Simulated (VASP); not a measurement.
A run of VASP 6.6.1:

INCAR

```
SYSTEM = MgO
PREC     = Accurate       ! precision mode
ENCUT    = 600            ! plane-wave cutoff, eV
EDIFF    = 1E-6           ! SCF threshold, eV
ISMEAR   = 0              ! smearing method
SIGMA    = 0.05           ! smearing width, eV
LREAL    = .False.        ! projectors in reciprocal space
LASPH    = .True.         ! aspherical terms in the spheres
NELM     = 120            ! most SCF steps
ALGO     = Normal         ! electronic algorithm
ISIF     = 2              ! what is computed and relaxed
LWAVE    = .False.        ! write WAVECAR
LCHARG   = .False.        ! write CHGCAR
GGA      = PE             ! functional
NBANDS   = 11             ! bands
GGA_COMPAT= .False.
```

KPOINTS

```
regular mesh
0
Gamma
  10 10 10
  0 0 0
```

The input POSCAR:

```
MgO
1.0
    0.0000000000      2.1627432290      2.1627432290
    2.1627432290      0.0000000000      2.1627432290
    2.1627432290      2.1627432290      0.0000000000
Mg O
1 1
Direct
    0.0332654605      0.0332654605     -0.0332654605
    0.4494645280      0.4494645280      0.5505354720
```

Potentials or basis: VASP PAW PBE potentials, release 64 (Mg, O).

The run is started by

```console
$ cat potpaw_PBE.64/Mg/POTCAR potpaw_PBE.64/O/POTCAR > POTCAR
$ mpirun -np 1 vasp_std > vasp.out
```

Hardware: 1 thread of Intel(R) Xeon(R) 6975P-C (Granite Rapids) (shared host).

Question: Estimate the wall time of this run.

Answer: It took 8.5 s on 1 thread of Intel(R) Xeon(R) 6975P-C (Granite Rapids), on a shared host, peak memory 0.16 GiB. Counts: scf iterations 13, k points 102.
